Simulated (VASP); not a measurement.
Runs of VASP 6.6.1 on CuP. The structure is that of space group Fm-3m (No. 225), or close to it. The cells are those of the table. 

```csv
level,cell,k mesh,smearing,gap on the mesh (eV),pressure (GPa)
r2SCAN,"a = 3.382 Å, angles 60.0°, 2 atoms",12 × 12 × 12,gaussian 0.05 eV,none,2.7
r2SCAN,"a = 3.405 Å, angles 60.0°, 2 atoms",12 × 12 × 12,gaussian 0.05 eV,none,0.0
r2SCAN,"a = 3.405 Å, angles 60.0°, 2 atoms",12 × 12 × 12,methfessel-paxton 0.001 eV,none,0.0
PBE,"a = 3.427 Å, angles 60.0°, 2 atoms",8 × 8 × 8,gaussian 0.05 eV,none,(a)
PBE,"a = 3.419 Å, angles 60.0°, 2 atoms",8 × 8 × 8,gaussian 0.05 eV,none,1.0
```

Alike in all rows: task single point; potentials or basis VASP PAW PBE potentials, release 64 (Cu, P); no spin polarisation; cutoff (eV) 520.

Q: Estimate the missing entries.

A: (a) 0.1.

Caveats: the PAW data sets were made with another functional, which shifts forces and pressure a little (at least some runs).

A gap of «none» marks levels without a gap at the run's occupations.
